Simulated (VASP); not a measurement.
# V2O3 (R-3c) in VASP: single point with PBE

Aim: the single point of V2O3 with PBE.

Program: VASP 6.6.1. These are calculated values, not measurements. Logs are shortened: lines on timing, memory, paths and dates and some standing lists are left out, and cuts for length are marked.

### Step 1. The cell of the first run

The structure is trigonal, space group R-3c (No. 167). The conventional cell has a = 4.942 Å, b = 4.942 Å, c = 14.130 Å, α = 90.00°, β = 90.00°, γ = 120.00°. Within 2.6 Å of V (site symmetry 3) lie 6 O at 1.98 to 2.05 Å and 1 V at 2.58 Å. O (site symmetry 2) has 4 V at 1.98 to 2.05 Å within 2.6 Å.

### Step 2. Single point, PBE, collinear spin, ferromagnetic start (z stretched by +1 %, then relaxed in part)

INCAR

```
ALGO = Normal ; EDIFF = 1E-6
ENCUT = 600 ; GGA = PE
GGA_COMPAT = F ; ISIF = 2
ISMEAR = -1 ; ISPIN = 2
KPAR = 4 ; LASPH = T
LCHARG = F ; LMAXMIX = 4
LORBIT = 11 ; LREAL = F
LWAVE = F ; MAGMOM = 2 2 2 2 0 0 0 0 0 0
NBANDS = 59 ; NELM = 200
PREC = Accurate ; SIGMA = 0.05
```

KPOINTS

```
k-points
0
Gamma
  9 9 9
```

POSCAR

```
V2O3
1.0
    2.4709073542      1.4265790261      4.7100648156
   -2.4709073542      1.4265790261      4.7100648156
    0.0000000000     -2.8531580522      4.7100648156
V O
4 6
Direct
    0.3413243797      0.3413243797      0.3413243797
    0.1586756203      0.1586756203      0.1586756203
    0.6586756203      0.6586756203      0.6586756203
    0.8413243797      0.8413243797      0.8413243797
    0.9274316131      0.2500000000      0.5725683869
    0.5725683869      0.9274316131      0.2500000000
    0.2500000000      0.5725683869      0.9274316131
    0.0725683869      0.7500000000      0.4274316131
    0.4274316131      0.0725683869      0.7500000000
    0.7500000000      0.4274316131      0.0725683869
```

Potentials or basis: VASP PAW PBE potentials, release 64 (V_sv, O).

Launch:

```bash
cat potpaw_PBE.64/V_sv/POTCAR potpaw_PBE.64/O/POTCAR > POTCAR
mpirun -np 4 vasp_std > vasp.out
```

OUTCAR:

```text
EDIFF = 1E-6
   ENCUT = 600
   GGA = PE
   ISIF = 2
   ISMEAR = -1
   ISPIN = 2
   LASPH = T
   LORBIT = 11
   LREAL = F
   NELM = 200
   PREC = Accurate

 ion  position               nearest neighbor table
   1  0.341  0.341  0.341-   8 1.98   9 1.98  10 1.98   6 2.05   7 2.05   5 2.05   2 2.58   3 2.86
                             3 2.86   3 2.86
   2  0.159  0.159  0.159-  10 1.98   9 1.98   8 1.98   6 2.05   7 2.05   5 2.05   1 2.58   4 2.86
                             4 2.86   4 2.86
   3  0.659  0.659  0.659-   5 1.98   6 1.98   7 1.98   9 2.05   8 2.05  10 2.05   4 2.58   1 2.86
                             1 2.86   1 2.86
   4  0.841  0.841  0.841-   7 1.98   6 1.98   5 1.98   9 2.05   8 2.05  10 2.05   3 2.58   2 2.86
                             2 2.86   2 2.86
   5  0.927  0.250  0.573-   3 1.98   4 1.98   1 2.05   2 2.05
   6  0.573  0.927  0.250-   3 1.98   4 1.98   1 2.05   2 2.05
   7  0.250  0.573  0.927-   4 1.98   3 1.98   1 2.05   2 2.05
   8  0.073  0.750  0.427-   1 1.98   2 1.98   3 2.05   4 2.05
   9  0.427  0.073  0.750-   1 1.98   2 1.98   3 2.05   4 2.05
  10  0.750  0.427  0.073-   2 1.98   1 1.98   3 2.05   4 2.05

  LATTYP: Found a trigonal (rhomboedric) cell.
 ALAT       =     5.5068340667
 COS(alpha) =     0.5973395831

  Lattice vectors:

 A1 = (   2.4709073542,   1.4265790261,   4.7100648156)
 A2 = (  -2.4709073542,   1.4265790261,   4.7100648156)
 A3 = (   0.0000000000,  -2.8531580522,   4.7100648156)

Analysis of symmetry for initial positions (statically):
=====================================================================
 Subroutine PRICEL returns:
 Original cell was already a primitive cell.

 Routine SETGRP: Setting up the symmetry group for a
 trigonal (rhombohedral) supercell.

 Subroutine GETGRP returns: Found 12 space group operations
 (whereof  6 operations were pure point group operations)
 out of a pool of 12 trial point group operations.

The static configuration has the point symmetry S_6 .
 The point group associated with its full space group is D_3d.

Analysis of symmetry for dynamics (positions and initial velocities):
=====================================================================
 Subroutine PRICEL returns:
 Original cell was already a primitive cell.

 Routine SETGRP: Setting up the symmetry group for a
 trigonal (rhombohedral) supercell.

 Subroutine GETGRP returns: Found 12 space group operations
 (whereof  6 operations were pure point group operations)
 out of a pool of 12 trial point group operations.

The dynamic configuration has the point symmetry S_6 .
 The point group associated with its full space group is D_3d.

Analysis of structural, dynamic, and magnetic symmetry:
=====================================================================
 Subroutine PRICEL returns:
 Original cell was already a primitive cell.

 Routine SETGRP: Setting up the symmetry group for a
 trigonal (rhombohedral) supercell.

 Subroutine GETGRP returns: Found 12 space group operations
 (whereof  6 operations were pure point group operations)
 out of a pool of 12 trial point group operations.

The overall configuration has the point symmetry S_6 .
 The point group associated with its full space group is D_3d.

 Subroutine INISYM returns: Found 12 space group operations
 (whereof  6 operations are pure point group operations),
 and found     1 'primitive' translations

----------------------------------------------------------------------------------------

                                     Primitive cell

  volume of cell :      99.6163

  direct lattice vectors                    reciprocal lattice vectors
     2.470907354  1.426579026  4.710064816     0.202354815  0.116829607  0.070770434
    -2.470907354  1.426579026  4.710064816    -0.202354815  0.116829607  0.070770434
     0.000000000 -2.853158052  4.710064816     0.000000000 -0.233659214  0.070770434

  length of vectors
     5.506834067  5.506834067  5.506834067     0.244141521  0.244141521  0.244141521

  position of ions in fractional coordinates (direct lattice)
     0.341324380  0.341324380  0.341324380
[... 84 lines left out ...]
 SYSTEM =  unknown system
   PREC   = accura    normal or accurate (medium, high low for compatibility)
   ISTART =      0    job   : 0-new  1-cont  2-samecut
   ICHARG =      2    charge: 1-file 2-atom 10-const
   ISPIN  =      2    spin polarized calculation?
   LNONCOLLINEAR =      F non collinear calculations
   LSORBIT =      F    spin-orbit coupling
   LASPH  =      T    aspherical Exc in radial PAW
   ENCUT  =  600.0 eV  44.10 Ry    6.64 a.u.  11.00 11.00 11.00*2*pi/ulx,y,z
   NELM   =    200;   NELMIN=  2; NELMDL= -5     # of ELM steps
   EDIFF  = 0.1E-05   stopping-criterion for ELM
   LREAL  =      F    real-space projection
   EDIFFG = 0.1E-04   stopping-criterion for IOM
   NSW    =      0    number of steps for IOM
   IBRION =     -1    ionic relax: 0-MD 1-quasi-New 2-CG
   NFREE  =      0    steps in history (QN), initial steepest desc. (CG)
   ISIF   =      2    stress and relaxation
   ISYM   =      2    0-nonsym 1-usesym 2-fastsym
   POTIM  = 0.5000    time-step for ionic-motion
   TEBEG  =    0.0;   TEEND  =   0.0 temperature during run
   PSTRESS=    0.0 pullay stress
   NELECT =      88.0000    total number of electrons
   NUPDOWN=      -1.0000    fix difference up-down
   EMIN   =  10.00;   EMAX   =-10.00  energy-range for DOS
   EFERMI =   0.00;   METHOD = LEGACY
   ISMEAR =    -1;   SIGMA  =   0.05  broadening in eV -4-tet -1-fermi 0-gaus
   EFERMI_NEDOS =   21; number of points for ismear=-14 and -15
   IALGO  =     38    algorithm
   IMIX   =      4    mixing-type and parameters
     AMIX     =   0.40;   BMIX     =  1.00
     AMIX_MAG =   1.60;   BMIX_MAG =  1.00
  volume/ion in A,a.u.               =       9.96        67.22
  Fermi-wavevector in a.u.,A,eV,Ry     =   1.570817  2.968414 33.571911  2.467466
  Thomas-Fermi vector in A             =   2.672494
   LORBIT       =     11    0 simple, 1 ext, 2 COOP (PROOUT), +10 PAW based schemes
   GGA     = PE    functional components
   LHFCALC =     F    Hartree Fock is set to
   AEXX    =    0.0000 exact exchange contribution
   IVDW    =     0    specifies the selected vdW correction
   LEPSILON=     F    determine dielectric tensor
   LRPA    =     F    only Hartree local field effects (RPA)
 spin polarized calculation
  energy-cutoff  :      600.00
  volume of cell :       99.62
 maximum number of plane-waves:      3338
 NGX is ok and might be reduce to    48
   NGX = 21   NGY = 21   NGZ = 21

 number of electron      87.9999989 magnetization       4.5652385

 Free energy of the ion-electron system (eV)
  ---------------------------------------------------
  ext. energy  EPLUGINS =         0.00000000
  ---------------------------------------------------
  free energy    TOTEN  =       -88.50368514 eV

  energy without entropy =      -88.47601799  energy(sigma->0) =      -88.48985156

 E-fermi :   7.9713     XC(G=0): -12.0405

 val. band max:        7.9544936671   @ k =  -0.3333   0.4444   0.3333
 cond. band min:       7.9747968310   @ k =  -0.4444   0.3333   0.3333
 fundamental gap:      0.0203031639
 Fermi energy:         7.9712720939

 spin component 1

 k-point     1 :       0.0000    0.0000    0.0000
  band No.  band energies     occupation
      1     -57.7585      1.00000
      2     -57.7107      1.00000
      3     -57.7054      1.00000
      4     -57.6649      1.00000
      5     -31.7889      1.00000
      6     -31.7889      1.00000
[... 1405 lines left out ...]
     55      10.0791      0.00000
     56      10.2603      0.00000

 [... further k-points ...]

 spin component 2

 k-point     1 :       0.0000    0.0000    0.0000
  band No.  band energies     occupation
      1     -56.6538      1.00000
      2     -56.6048      1.00000
      3     -56.5979      1.00000
      4     -56.5567      1.00000
      5     -30.8663      1.00000
      6     -30.7472      1.00000
[... 1405 lines left out ...]
     55      10.8317      0.00000
     56      10.9189      0.00000

 [... further k-points ...]

 [bands above 56 left out]

------------------------ aborting loop because EDIFF is reached ----------------------------------------

  FORCE on cell =-STRESS in cart. coord.  units (eV):
  Direction    XX          YY          ZZ          XY          YZ          ZX
  --------------------------------------------------------------------------------------
  -------------------------------------------------------------------------------------
  Total       -3.3123326     -3.3123326     -0.5536129     -0.0000000      0.0000000      0.0000000
  in kB      -53.2738513    -53.2738513     -8.9040249     -0.0000000      0.0000000      0.0000000
  external PRESSURE =     -38.4839092 kB  Pullay stress =       0.0000000 kB

 VOLUME and BASIS-vectors are now :
 -----------------------------------------------------------------------------
  energy-cutoff  :      600.00
  volume of cell :       99.62
      direct lattice vectors                 reciprocal lattice vectors
     2.470907354  1.426579026  4.710064816     0.202354815  0.116829607  0.070770434
    -2.470907354  1.426579026  4.710064816    -0.202354815  0.116829607  0.070770434
     0.000000000 -2.853158052  4.710064816     0.000000000 -0.233659214  0.070770434

 POSITION                                       TOTAL-FORCE (eV/Angst)
 -----------------------------------------------------------------------------------
      0.00000      0.00000      4.82298         0.000000      0.000000      0.004801
      0.00000      0.00000      2.24212         0.000000      0.000000     -0.004801
      0.00000      0.00000      9.30721         0.000000      0.000000     -0.004801
      0.00000      0.00000     11.88808         0.000000      0.000000      0.004801
      1.67387      0.04607      8.24261        -0.004427     -0.007667      0.000000
     -0.87683      1.42658      8.24261         0.008853      0.000000      0.000000
     -0.79704     -1.47265      8.24261        -0.004427      0.007667      0.000000
     -1.67387     -0.04607      5.88758         0.004427      0.007667      0.000000
      0.87683     -1.42658      5.88758        -0.008853      0.000000      0.000000
      0.79704      1.47265      5.88758         0.004427     -0.007667      0.000000
 -----------------------------------------------------------------------------------
    total drift:                                0.000000     -0.000000      0.000000

  FREE ENERGIE OF THE ION-ELECTRON SYSTEM (eV)
  ---------------------------------------------------
  free  energy   TOTEN  =       -88.5036851392 eV

  energy  without entropy=      -88.4760179865  energy(sigma->0) =      -88.48985156

 total charge

# of ion       s       p       d       tot
------------------------------------------
    1        2.231   6.248   3.018  11.497
    2        2.231   6.248   3.018  11.497
    3        2.231   6.248   3.018  11.497
    4        2.231   6.248   3.018  11.497
    5        1.556   3.489   0.000   5.045
    6        1.556   3.489   0.000   5.045
    7        1.556   3.489   0.000   5.045
    8        1.556   3.489   0.000   5.045
    9        1.556   3.489   0.000   5.045
   10        1.556   3.489   0.000   5.045
--------------------------------------------------
tot         18.261  45.924  12.074  76.258

 magnetization (x)

# of ion       s       p       d       tot
------------------------------------------
    1        0.010   0.012   1.060   1.082
    2        0.010   0.012   1.060   1.082
    3        0.010   0.012   1.060   1.082
    4        0.010   0.012   1.060   1.082
    5       -0.001  -0.015   0.000  -0.016
    6       -0.001  -0.015   0.000  -0.016
    7       -0.001  -0.015   0.000  -0.016
    8       -0.001  -0.015   0.000  -0.016
    9       -0.001  -0.015   0.000  -0.016
   10       -0.001  -0.015   0.000  -0.016
--------------------------------------------------
tot          0.035  -0.042   4.240   4.234
```

Run time: 7.7 min. Hardware: 4 MPI ranks of AMD EPYC 9R45 (Zen 5), shared host; peak memory 0.95 GiB.

Results:

| Property | Result |
| --- | --- |
| Free energy | -88.5037 eV |
| Pressure | -3.8 GPa |
| Largest force | 0.009 eV/Å |
| Net moment | 4.57 μB per cell |
| Site moments | V +1.08; O -0.02 μB |
| Valence electrons inside the program's atomic spheres | V 11.50; O 5.04 |

Forces in eV/Å, atoms in the order of the input:
```
V    0.000  0.000  0.005
V    0.000  0.000 -0.005
V    0.000  0.000 -0.005
V    0.000  0.000  0.005
O   -0.004 -0.008  0.000
O    0.009  0.000  0.000
O   -0.004  0.008  0.000
O    0.004  0.008  0.000
O   -0.009  0.000  0.000
O    0.004 -0.008  0.000
```

Caveat: the cell differs from its parent crystal (z stretched by +1 %, then relaxed in part); the cell stands under tension; semilocal functionals often make such compounds metallic where correlation or magnetic order opens a gap, which also shifts bond lengths.
